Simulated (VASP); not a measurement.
# Rb (Cmce) in VASP: single point with PBEsol

Aim: the single point of Rb with PBEsol.

Everything below comes from runs of VASP 6.6.1. Logs are shortened: lines on timing, memory, paths and dates and some standing lists are left out, and cuts for length are marked.

## Step 1: The cell of the first run

The structure is orthorhombic, space group Cmce (No. 64). The conventional cell has a = 5.525 Å, b = 17.079 Å, c = 7.512 Å, α = 90.00°, β = 90.00°, γ = 90.00°.

## Step 2: Single point, PBEsol

File INCAR:

```
PREC = Accurate
ENCUT = 520
EDIFF = 1E-6
ISMEAR = 0
SIGMA = 0.1
LREAL = F
LASPH = T
NELM = 100
ALGO = Normal
ISIF = 2
LWAVE = F
LCHARG = F
GGA = PS
NBANDS = 26
```

File KPOINTS:

```
Automatic mesh
0
Gamma
  4 4 4
```

File POSCAR:

```
Rb
1.0
    2.7626854707     -8.5394959837      0.0000000000
    2.7626854707      8.5394959837      0.0000000000
    0.0000000000      0.0000000000      7.5115961970
Rb
4
Direct
    0.1336520060      0.8663479940      0.9987260065
    0.6336520060      0.3663479940      0.5012739935
    0.8663479940      0.1336520060      0.0012739935
    0.3663479940      0.6336520060      0.4987260065
```

Potentials or basis: VASP PAW PBE potentials, release 64 (Rb_sv).

Started as:

```console
cat potpaw_PBE.64/Rb_sv/POTCAR > POTCAR
mpirun -np 1 vasp_std > vasp.out
```

OUTCAR:

```text
PREC = Accurate
   ENCUT = 520
   EDIFF = 1E-6
   ISMEAR = 0
   LREAL = F
   LASPH = T
   NELM = 100
   ISIF = 2
   GGA = PS

 ion  position               nearest neighbor table
   1  0.134  0.866  0.999-   3 4.57   2 4.65   2 4.65   2 4.68   2 4.68   3 4.84   3 4.84   4 5.47
                             4 5.47
   2  0.634  0.366  0.501-   4 4.57   1 4.65   1 4.65   1 4.68   1 4.68   4 4.84   4 4.84   3 5.47
                             3 5.47
   3  0.866  0.134  0.001-   1 4.57   4 4.65   4 4.65   4 4.68   4 4.68   1 4.84   1 4.84   2 5.47
                             2 5.47
   4  0.366  0.634  0.499-   2 4.57   3 4.65   3 4.65   3 4.68   3 4.68   2 4.84   2 4.84   1 5.47
                             1 5.47

  LATTYP: Found a base centered orthorhombic cell.
 ALAT       =     5.5253709414
 B/A-ratio  =     3.0910127390
 C/A-ratio  =     1.3594736492

  Lattice vectors:

 A1 = (   2.7626854707,  -8.5394959837,   0.0000000000)
 A2 = (   2.7626854707,   8.5394959837,   0.0000000000)
 A3 = (   0.0000000000,   0.0000000000,   7.5115961970)

Analysis of symmetry for initial positions (statically):
=====================================================================
 Subroutine PRICEL returns:
 Original cell was already a primitive cell.

 Routine SETGRP: Setting up the symmetry group for a
 base centered orthorhombic supercell.

 Subroutine GETGRP returns: Found  8 space group operations
 (whereof  4 operations were pure point group operations)
 out of a pool of  8 trial point group operations.

The static configuration has the point symmetry C_2h.
 The point group associated with its full space group is D_2h.

Analysis of symmetry for dynamics (positions and initial velocities):
=====================================================================
 Subroutine PRICEL returns:
 Original cell was already a primitive cell.

 Routine SETGRP: Setting up the symmetry group for a
 base centered orthorhombic supercell.

 Subroutine GETGRP returns: Found  8 space group operations
 (whereof  4 operations were pure point group operations)
 out of a pool of  8 trial point group operations.

The dynamic configuration has the point symmetry C_2h.
 The point group associated with its full space group is D_2h.

 Subroutine INISYM returns: Found  8 space group operations
 (whereof  4 operations are pure point group operations),
 and found     1 'primitive' translations

----------------------------------------------------------------------------------------

                                     Primitive cell

  volume of cell :     354.4263

  direct lattice vectors                    reciprocal lattice vectors
     2.762685471 -8.539495984  0.000000000     0.180983324 -0.058551465  0.000000000
     2.762685471  8.539495984  0.000000000     0.180983324  0.058551465  0.000000000
     0.000000000  0.000000000  7.511596197     0.000000000  0.000000000  0.133127497

  length of vectors
     8.975267275  8.975267275  7.511596197     0.190218920  0.190218920  0.133127497

  position of ions in fractional coordinates (direct lattice)
     0.133652006  0.866347994  0.998726007
     0.633652006  0.366347994  0.501273994
     0.866347994  0.133652006  0.001273993
     0.366347994  0.633652006  0.498726007

  ion indices of the primitive-cell ions
   primitive index   ion index
                 1           1
                 2           2
                 3           3
                 4           4

----------------------------------------------------------------------------------------

 KPOINTS: Automatic mesh

Automatic generation of k-mesh.
 Grid dimensions read from file:
 generate k-points for:    4    4    4

 Generating k-lattice:

  Cartesian coordinates                     Fractional coordinates (reciprocal lattice)
     0.045245831 -0.014637866  0.000000000     0.250000000 -0.000000000  0.000000000
     0.045245831  0.014637866  0.000000000    -0.000000000  0.250000000  0.000000000
     0.000000000  0.000000000  0.033281874     0.000000000  0.000000000  0.250000000

  Length of vectors
     0.047554730  0.047554730  0.033281874

  Shift w.r.t. Gamma in fractional coordinates (k-lattice)
     0.000000000  0.000000000  0.000000000

 Subroutine IBZKPT returns following result:
 ===========================================

 Found     21 irreducible k-points:

 Following reciprocal coordinates:
            Coordinates               Weight
  0.000000  0.000000  0.000000      1.000000
  0.250000 -0.000000  0.000000      4.000000
  0.500000 -0.000000  0.000000      2.000000
  0.250000  0.250000  0.000000      2.000000
  0.500000  0.250000  0.000000      4.000000
 -0.250000  0.250000  0.000000      2.000000
[... 13 lines left out ...]
 -0.250000  0.250000  0.500000      2.000000
  0.500000  0.500000  0.500000      1.000000
   k-points           NKPTS =     21   k-points in BZ     NKDIM =     21   number of bands    NBANDS=     26
   number of dos      NEDOS =    301   number of ions     NIONS =      4
   total plane-waves  NPLWV = 274400
   dimension x,y,z NGX =    70 NGY =   70 NGZ =   56
   dimension x,y,z NGXF=   140 NGYF=  140 NGZF=  112
   ions per type =               4
   NGX,Y,Z   is equivalent  to a cutoff of  12.97, 12.97, 12.39 a.u.
   NGXF,Y,Z  is equivalent  to a cutoff of  25.93, 25.93, 24.79 a.u.
 SYSTEM =  unknown system
   PREC   = accura    normal or accurate (medium, high low for compatibility)
   ISTART =      0    job   : 0-new  1-cont  2-samecut
   ICHARG =      2    charge: 1-file 2-atom 10-const
   ISPIN  =      1    spin polarized calculation?
   LNONCOLLINEAR =      F non collinear calculations
   LSORBIT =      F    spin-orbit coupling
   LASPH  =      T    aspherical Exc in radial PAW
   ENCUT  =  520.0 eV  38.22 Ry    6.18 a.u.  16.69 16.69 13.97*2*pi/ulx,y,z
   NELM   =    100;   NELMIN=  2; NELMDL= -5     # of ELM steps
   EDIFF  = 0.1E-05   stopping-criterion for ELM
   LREAL  =      F    real-space projection
   EDIFFG = 0.1E-04   stopping-criterion for IOM
   NSW    =      0    number of steps for IOM
   IBRION =     -1    ionic relax: 0-MD 1-quasi-New 2-CG
   NFREE  =      0    steps in history (QN), initial steepest desc. (CG)
   ISIF   =      2    stress and relaxation
   ISYM   =      2    0-nonsym 1-usesym 2-fastsym
   POTIM  = 0.5000    time-step for ionic-motion
   TEBEG  =    0.0;   TEEND  =   0.0 temperature during run
   PSTRESS=    0.0 pullay stress
   NELECT =      36.0000    total number of electrons
   NUPDOWN=      -1.0000    fix difference up-down
   EMIN   =  10.00;   EMAX   =-10.00  energy-range for DOS
   EFERMI =   0.00;   METHOD = LEGACY
   ISMEAR =     0;   SIGMA  =   0.10  broadening in eV -4-tet -1-fermi 0-gaus
   EFERMI_NEDOS =   21; number of points for ismear=-14 and -15
   IALGO  =     38    algorithm
   IMIX   =      4    mixing-type and parameters
     AMIX     =   0.40;   BMIX     =  1.00
     AMIX_MAG =   1.60;   BMIX_MAG =  1.00
  volume/ion in A,a.u.               =      88.61       597.95
  Fermi-wavevector in a.u.,A,eV,Ry     =   0.763836  1.443442  7.938266  0.583446
  Thomas-Fermi vector in A             =   1.863606
   LORBIT       =      0    0 simple, 1 ext, 2 COOP (PROOUT), +10 PAW based schemes
   GGA     = PS    functional components
   LHFCALC =     F    Hartree Fock is set to
   AEXX    =    0.0000 exact exchange contribution
   IVDW    =     0    specifies the selected vdW correction
   LEPSILON=     F    determine dielectric tensor
   LRPA    =     F    only Hartree local field effects (RPA)
 non-spin polarized calculation
 Gauss-broadening in eV      SIGMA  =   0.10
  energy-cutoff  :      520.00
  volume of cell :      354.43
 maximum number of plane-waves:      9584
 NGX is ok and might be reduce to    70
   NGX = 33   NGY = 33   NGZ = 27

 number of electron      36.0000000 magnetization

 Free energy of the ion-electron system (eV)
  ---------------------------------------------------
  ext. energy  EPLUGINS =         0.00000000
  ---------------------------------------------------
  free energy    TOTEN  =        -3.92543646 eV

  energy without entropy =       -3.89145720  energy(sigma->0) =       -3.90844683

 E-fermi :   0.0270     XC(G=0):  -5.5788

 val. band max:        0.0232428473   @ k =   0.2500   0.2500   0.5000
 cond. band min:       0.0331027178   @ k =   0.2500   0.2500   0.2500
 fundamental gap:      0.0098598704
 Fermi energy:         0.0270072791

 k-point     1 :       0.0000    0.0000    0.0000
  band No.  band energies     occupation
      1     -28.8785      2.00000
      2     -28.8732      2.00000
      3     -28.8704      2.00000
      4     -28.8659      2.00000
      5     -13.0529      2.00000
      6     -13.0417      2.00000
[... 18 lines left out ...]
     25       2.8918      0.00000
     26       2.9184      0.00000

 k-point     2 :       0.2500   -0.0000    0.0000
  band No.  band energies     occupation
      1     -28.8767      2.00000
      2     -28.8725      2.00000
      3     -28.8709      2.00000
      4     -28.8673      2.00000
      5     -13.0310      2.00000
      6     -13.0280      2.00000
[... 18 lines left out ...]
     25       2.3271      0.00000
     26       2.5651      0.00000

 k-point     3 :       0.5000   -0.0000    0.0000
  band No.  band energies     occupation
      1     -28.8730      2.00000
      2     -28.8730      2.00000
      3     -28.8704      2.00000
      4     -28.8704      2.00000
      5     -13.0080      2.00000
      6     -13.0080      2.00000
[... 485 lines left out ...]
 k-point    20 :      -0.2500    0.2500    0.5000
  band No.  band energies     occupation
      1     -28.8737      2.00000
      2     -28.8737      2.00000
      3     -28.8703      2.00000
      4     -28.8703      2.00000
      5     -13.0089      2.00000
      6     -13.0089      2.00000
[... 18 lines left out ...]
     25       2.9674      0.00000
     26       3.0338      0.00000

 k-point    21 :       0.5000    0.5000    0.5000
  band No.  band energies     occupation
      1     -28.8722      2.00000
      2     -28.8722      2.00000
      3     -28.8718      2.00000
      4     -28.8718      2.00000
      5     -12.9828      2.00000
      6     -12.9828      2.00000
[... 18 lines left out ...]
     25       3.0227      0.00000
     26       3.0381      0.00000

------------------------ aborting loop because EDIFF is reached ----------------------------------------

  FORCE on cell =-STRESS in cart. coord.  units (eV):
  Direction    XX          YY          ZZ          XY          YZ          ZX
  --------------------------------------------------------------------------------------
  -------------------------------------------------------------------------------------
  Total        0.0426886     -0.2465237      0.3884597      0.0000000      0.0000000      0.0000000
  in kB        0.1929732     -1.1144057      1.7560249      0.0000000      0.0000000      0.0000000
  external PRESSURE =       0.2781975 kB  Pullay stress =       0.0000000 kB

 VOLUME and BASIS-vectors are now :
 -----------------------------------------------------------------------------
  energy-cutoff  :      520.00
  volume of cell :      354.43
      direct lattice vectors                 reciprocal lattice vectors
     2.762685471 -8.539495984  0.000000000     0.180983324 -0.058551465  0.000000000
     2.762685471  8.539495984  0.000000000     0.180983324  0.058551465  0.000000000
     0.000000000  0.000000000  7.511596197     0.000000000  0.000000000  0.133127497

 POSITION                                       TOTAL-FORCE (eV/Angst)
 -----------------------------------------------------------------------------------
      2.76269      6.25685      7.50203         0.000000     -0.002010      0.008217
      2.76269     -2.28264      3.76537         0.000000     -0.002010     -0.008217
      2.76269     -6.25685      0.00957         0.000000      0.002010     -0.008217
      2.76269      2.28264      3.74623         0.000000      0.002010      0.008217
 -----------------------------------------------------------------------------------
    total drift:                                0.000000      0.000000     -0.000000

  FREE ENERGIE OF THE ION-ELECTRON SYSTEM (eV)
  ---------------------------------------------------
  free  energy   TOTEN  =        -3.9254364556 eV

  energy  without entropy=       -3.8914572015  energy(sigma->0) =       -3.90844683
```

Run time: 2.7 min. Hardware: 1 thread of Intel Xeon 6975P-C (Granite Rapids), shared host; peak memory 0.62 GiB.

What came out:

- Free energy: -3.9254 eV
- Pressure: 0.0 GPa
- Largest force: 0.008 eV/Å
- Band gap on the k mesh: zero (bands 18 and 19 overlap by 0.61 eV)

Forces on the atoms (eV/Å):
```
Rb   0.000 -0.002  0.008
Rb   0.000 -0.002 -0.008
Rb   0.000  0.002 -0.008
Rb   0.000  0.002  0.008
```

Caveat: the PAW data sets were made with another functional, which shifts forces and pressure a little.
